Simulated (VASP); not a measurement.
# As in VASP: a series of runs

As is run at these levels: r2SCAN; tasks: relaxation of cell and atoms, single point.

Everything below comes from runs of VASP 6.6.1. Logs are shortened: lines on timing, memory, paths and dates and some standing lists are left out, and cuts for length are marked.

## 1. The cell of the first run

It takes space group I4/mmm (No. 139, tetragonal). Conventional cell: a = 3.001 Å, b = 3.001 Å, c = 4.566 Å, α = 90.00°, β = 90.00°, γ = 90.00°. Within 4.0 Å of As (site symmetry 4/mmm) lie 12 As at 3.00 to 3.12 Å.

## 2. Relaxation of cell and atoms, r2SCAN

File POSCAR:

```
As
1.0
   -1.5006253105      1.5006253105      2.2829824967
    1.5006253105     -1.5006253105      2.2829824967
    1.5006253105      1.5006253105     -2.2829824967
As
1
Direct
    0.0000000000      0.0000000000      0.0000000000
```

File INCAR.step1:

```
PREC     = Accurate       # precision mode
ENCUT    = 600            # plane-wave cutoff, eV
ISMEAR   = 0              # smearing method
SIGMA    = 0.1            # smearing width, eV
LREAL    = F              # projectors in reciprocal space
LASPH    = T              # aspherical terms in the spheres
NELM     = 60             # most SCF steps
GGA      = PE             # functional
ALGO     = Normal         # electronic algorithm
EDIFF    = 1E-4           # SCF threshold, eV
LWAVE    = T              # write WAVECAR
LCHARG   = F              # write CHGCAR
```

File INCAR.step2:

```
PREC     = Accurate       # precision mode
ENCUT    = 600            # plane-wave cutoff, eV
EDIFF    = 1E-7           # SCF threshold, eV
ISMEAR   = 0              # smearing method
SIGMA    = 0.1            # smearing width, eV
LREAL    = F              # projectors in reciprocal space
LASPH    = T              # aspherical terms in the spheres
NELM     = 60             # most SCF steps
ALGO     = Normal         # electronic algorithm
ISIF     = 3              # what is computed and relaxed
LWAVE    = F              # write WAVECAR
LCHARG   = F              # write CHGCAR
METAGGA  = R2SCAN         # meta-GGA
LMIXTAU  = T            
IBRION   = 2              # ionic algorithm
NSW      = 90             # ionic steps
EDIFFG   = -0.04          # ionic threshold
ISTART   = 1
```

File KPOINTS:

```
regular mesh
0
Gamma
  8 8 8
```

Potentials or basis: VASP PAW PBE potentials, release 64 (As).

On the command line:

```sh
$ cat potpaw_PBE.64/As/POTCAR > POTCAR
$ cp INCAR.step1 INCAR
$ mpirun -np 1 vasp_std > vasp.out
$ cp INCAR.step2 INCAR
$ mpirun -np 1 vasp_std > vasp.out
```

OUTCAR:

```text
PREC = Accurate
   ENCUT = 600
   EDIFF = 1E-7
   ISMEAR = 0
   LREAL = F
   LASPH = T
   NELM = 60
   ISIF = 3
   METAGGA = R2SCAN
   IBRION = 2
   NSW = 90
   EDIFFG = -0.04
   ISTART = 1

 ion  position               nearest neighbor table
   1  0.000  0.000  0.000-

  LATTYP: Found a body centered tetragonal cell.
 ALAT       =     3.0012506210
 C/A-ratio  =     1.5213541187

  Lattice vectors:

 A1 = (  -1.5006253105,   1.5006253105,   2.2829824967)
 A2 = (   1.5006253105,  -1.5006253105,   2.2829824967)
 A3 = (   1.5006253105,   1.5006253105,  -2.2829824967)

Analysis of symmetry for initial positions (statically):
=====================================================================
 Subroutine PRICEL returns:
 Original cell was already a primitive cell.

 Routine SETGRP: Setting up the symmetry group for a
 body centered tetragonal supercell.

 Subroutine GETGRP returns: Found 16 space group operations
 (whereof 16 operations were pure point group operations)
 out of a pool of 16 trial point group operations.

The static configuration has the point symmetry D_4h.

Analysis of symmetry for dynamics (positions and initial velocities):
=====================================================================
 Subroutine PRICEL returns:
 Original cell was already a primitive cell.

 Routine SETGRP: Setting up the symmetry group for a
 body centered tetragonal supercell.

 Subroutine GETGRP returns: Found 16 space group operations
 (whereof 16 operations were pure point group operations)
 out of a pool of 16 trial point group operations.

The dynamic configuration has the point symmetry D_4h.

 Subroutine INISYM returns: Found 16 space group operations
 (whereof 16 operations are pure point group operations),
 and found     1 'primitive' translations

----------------------------------------------------------------------------------------

                                     Primitive cell

  volume of cell :      20.5640

  direct lattice vectors                    reciprocal lattice vectors
    -1.500625311  1.500625311  2.282982497     0.000000000  0.333194433  0.219011754
     1.500625311 -1.500625311  2.282982497     0.333194433  0.000000000  0.219011754
     1.500625311  1.500625311 -2.282982497     0.333194433  0.333194433  0.000000000
[... 101 lines left out ...]
     AMIX     =   0.40;   BMIX     =  1.00
     AMIX_MAG =   1.60;   BMIX_MAG =  1.00
  volume/ion in A,a.u.               =      20.56       138.77
  Fermi-wavevector in a.u.,A,eV,Ry     =   1.021792  1.930907 14.205281  1.044059
  Thomas-Fermi vector in A             =   2.155436
   LORBIT       =      0    0 simple, 1 ext, 2 COOP (PROOUT), +10 PAW based schemes
   METAGGA = R2SCAN    functional components
   LHFCALC =     F    Hartree Fock is set to
   AEXX    =    0.0000 exact exchange contribution
   IVDW    =     0    specifies the selected vdW correction
   LEPSILON=     F    determine dielectric tensor
   LRPA    =     F    only Hartree local field effects (RPA)
 conjugate gradient relaxation of ions
 non-spin polarized calculation
 Gauss-broadening in eV      SIGMA  =   0.10
  energy-cutoff  :      600.00
  volume of cell :       20.56
 maximum number of plane-waves:       705
 NGX is ok and might be reduce to    28
   NGX = 13   NGY = 13   NGZ = 13

--------------------------------------- Ionic step        1  -------------------------------------------

 number of electron       5.0000000 magnetization

 Free energy of the ion-electron system (eV)
  ---------------------------------------------------
  ext. energy  EPLUGINS =         0.00000000
  ---------------------------------------------------
  free energy    TOTEN  =       -13.94340202 eV

  energy without entropy =      -13.94133161  energy(sigma->0) =      -13.94236681

------------------------ aborting loop because EDIFF is reached ----------------------------------------

  FORCE on cell =-STRESS in cart. coord.  units (eV):
  Direction    XX          YY          ZZ          XY          YZ          ZX
  --------------------------------------------------------------------------------------
  -------------------------------------------------------------------------------------
  Total       -0.7854935     -0.7854935     -0.5411641      0.0000000      0.0000000      0.0000000
  in kB      -61.1992461    -61.1992461    -42.1630899      0.0000000      0.0000000      0.0000000
  external PRESSURE =     -54.8538607 kB  Pullay stress =       0.0000000 kB
[... 86 lines left out ...]
  FREE ENERGIE OF THE ION-ELECTRON SYSTEM (eV)
  ---------------------------------------------------
  free  energy   TOTEN  =       -13.9707874365 eV

  energy  without entropy=      -13.9690712573  energy(sigma->0) =      -13.96992935

[... ionic steps 4 to 21 ...]

--------------------------------------- Ionic step       22  -------------------------------------------

 number of electron       5.0000000 magnetization

------------------------ aborting loop because EDIFF is reached ----------------------------------------
[... 65 lines left out ...]
--------------------------------------- Ionic step       24  -------------------------------------------

 number of electron       5.0000000 magnetization

 Free energy of the ion-electron system (eV)
  ---------------------------------------------------
  ext. energy  EPLUGINS =         0.00000000
  ---------------------------------------------------
  free energy    TOTEN  =       -14.09983665 eV

  energy without entropy =      -14.09661425  energy(sigma->0) =      -14.09822545

 E-fermi :   5.8966     XC(G=0): -11.0073

 val. band max:        5.8766087105   @ k =   0.3750   0.3750   0.0000
 cond. band min:       6.0399231449   @ k =  -0.1250  -0.1250   0.1250
 fundamental gap:      0.1633144343
 Fermi energy:         5.8966244715

 k-point     1 :       0.0000    0.0000    0.0000
  band No.  band energies     occupation
      1      -9.7723      2.00000
      2       8.1038      0.00000
      3      12.5476      0.00000
      4      12.5476      0.00000
      5      14.6861      0.00000
      6      17.2719      0.00000
[... 199 lines left out ...]
 k-point    24 :       0.3750    0.1250    0.1250
  band No.  band energies     occupation
      1      -3.7589      2.00000
      2       0.2094      2.00000
      3       7.0048      0.00000
      4       7.5539      0.00000
      5      13.1355      0.00000
      6      14.3775      0.00000

 [... further k-points ...]
[... 5 lines left out ...]
  --------------------------------------------------------------------------------------
  -------------------------------------------------------------------------------------
  Total       -0.0041182     -0.0041182      0.0369655     -0.0000000     -0.0000000      0.0000000
  in kB       -0.3320471     -0.3320471      2.9804610     -0.0000000     -0.0000000      0.0000000
  external PRESSURE =       0.7721223 kB  Pullay stress =       0.0000000 kB
[... 16 lines left out ...]
  FREE ENERGIE OF THE ION-ELECTRON SYSTEM (eV)
  ---------------------------------------------------
  free  energy   TOTEN  =       -14.0998366490 eV

  energy  without entropy=      -14.0966142487  energy(sigma->0) =      -14.09822545

 reached required accuracy - stopping structural energy minimisation
```

OUTCAR.step1:

```text
PREC = Accurate
   ENCUT = 600
   ISMEAR = 0
   LREAL = F
   LASPH = T
[... 433 lines left out ...]

 POSITION                                       TOTAL-FORCE (eV/Angst)
 -----------------------------------------------------------------------------------
      0.00000      0.00000      0.00000         0.000000     -0.000000     -0.000000
 -----------------------------------------------------------------------------------
    total drift:                               -0.000000      0.000000      0.000000

  FREE ENERGIE OF THE ION-ELECTRON SYSTEM (eV)
  ---------------------------------------------------
  free  energy   TOTEN  =        -4.1179562809 eV

  energy  without entropy=       -4.1158150967  energy(sigma->0) =       -4.11688569
```

Run time: 6.6 min. Hardware: 1 thread of Intel Xeon 6975P-C (Granite Rapids), shared host; peak memory 0.19 GiB.

Results:

* Free energy: -14.0998 eV
* Relaxed volume: 19.87 Å³/atom
* Relaxed cell: a = 3.365 Å, b = 3.365 Å, c = 3.365 Å, α = 133.24°, β = 133.24°, γ = 68.27°
* Space group after relaxing (to 0.05 Å): I4/mmm (No. 139)
* Energy gained by relaxing: 156.4 meV/atom
* Ionic steps: 24
* Pressure after relaxing: 0.1 GPa

Step by step:
```
step  energy change (eV)  largest force (eV/Å)  pressure (GPa)  volume (Å³)
   1              0.0000                0.0000           -5.49        20.56
   2             -0.0225                0.0000            2.99        18.54
   3             -0.0274                0.0000            0.20        19.10
   4             -0.0274                0.0000            0.06        19.13
   5             -0.0290                0.0000           -0.08        19.13
   6             -0.0396                0.0000           -0.26        19.13
   7             -0.0628                0.0000            0.08        19.08
   8             -0.1340                0.0000            2.33        18.85
   9              0.0709                0.0000           21.80        17.88
  10             -0.1349                0.0000            3.94        18.76
  11             -0.1356                0.0000            3.92        18.79
  12             -0.1387                0.0000            3.82        18.85
  13             -0.1456                0.0000            3.62        18.98
  14             -0.1451                0.0000            3.89        19.22
  15             -0.1472                0.0000            3.73        19.13
  16             -0.1473                0.0000            3.62        19.04
  17             -0.1476                0.0000            3.68        19.09
  18             -0.1494                0.0000            3.24        19.18
  19             -0.1536                0.0000            1.99        19.43
  20             -0.1562                0.0000           -0.30        19.93
  21             -0.1563                0.0000            0.05        19.85
  22             -0.1563                0.0000            0.11        19.84
  23             -0.1563                0.0000            0.11        19.84
  24             -0.1564                0.0000            0.08        19.87
```

Final structure:
```
As
1.0
    -1.33542    1.33542    2.78565
     1.33542   -1.33542    2.78565
     1.33542    1.33542   -2.78565
As
1
Direct
  0.00000 0.00000 0.00000
```

Levels at points of the mesh, in eV from the Fermi level:
```csv
k point,band 1,band 2,band 3,band 4,band 5,band 6
"(0.00, 0.00, 0.00)",-15.67,2.21,6.65,6.65,8.79,11.38
"(0.50, 0.00, 0.00)",-10.94,-6.86,0.34,6.00,8.17,14.86
"(0.50, 0.50, 0.00)",-6.95,-4.59,-2.46,1.64,4.35,6.35
"(0.50, 0.50, 0.50)",-13.12,-6.89,4.75,4.75,9.03,10.74
```

Caveat: the k points lie up to 0.42 Å⁻¹ apart in the final cell; the PAW data sets were made with another functional, which shifts forces and pressure a little.

## 3. Single point, r2SCAN

This run uses another cell than the first one, of 19.21 Å³/atom, 0.934 times its volume.

File POSCAR:

```
As
1.0
    0.0000000000      2.1256275842      2.1256275842
    2.1256275842      0.0000000000      2.1256275842
    2.1256275842      2.1256275842      0.0000000000
As
1
Direct
    0.0000000000      0.0000000000      0.0000000000
```

File INCAR.step1:

```
  PREC = Accurate
  ENCUT = 550
  ISMEAR = 0
  SIGMA = 0.1
  LREAL = F
  LASPH = T
  NELM = 120
  NBANDS = 8
  GGA = PE
  ALGO = Normal
  EDIFF = 1E-5
  LWAVE = T
  LCHARG = F
  GGA_COMPAT = F
```

File INCAR.step2:

```
  PREC = Accurate
  ENCUT = 550
  EDIFF = 1E-6
  ISMEAR = 0
  SIGMA = 0.1
  LREAL = F
  LASPH = T
  NELM = 120
  ALGO = Normal
  ISIF = 2
  LWAVE = F
  LCHARG = F
  METAGGA = R2SCAN
  LMIXTAU = T
  NBANDS = 8
  ISTART = 1
  GGA_COMPAT = F
```

File KPOINTS:

```
regular mesh
0
Gamma
  6 6 6
```

Potentials or basis: VASP PAW PBE potentials, release 64 (As).

On the command line:

```sh
$ cat potpaw_PBE.64/As/POTCAR > POTCAR
$ cp INCAR.step1 INCAR
$ mpirun -np 1 vasp_std > vasp.out
$ cp INCAR.step2 INCAR
$ mpirun -np 1 vasp_std > vasp.out
```

Run time: 10 s. Hardware: 1 thread of Intel Xeon Platinum 8488C (Sapphire Rapids), shared host; peak memory 0.13 GiB.

Results (log left out):

```yaml
Free_energy: -13.9981 eV
Pressure: -0.3 GPa
```

Levels at points of the mesh, in eV from the Fermi level:
```
           k point  band 1  band 2  band 3  band 4  band 5  band 6  band 7
(0.00, 0.00, 0.00)  -16.10    5.68    5.68    5.68   12.63   12.63   12.63
(0.50, 0.00, 0.00)  -11.48   -7.32    3.87    3.87   10.10   11.57   11.57
(0.50, 0.50, 0.00)   -9.49   -6.24    0.22    0.22    5.34    5.72   24.71
```

Caveat: the k points lie up to 0.43 Å⁻¹ apart; the PAW data sets were made with another functional, which shifts forces and pressure a little.

(Part 1 of 2 ends here.)
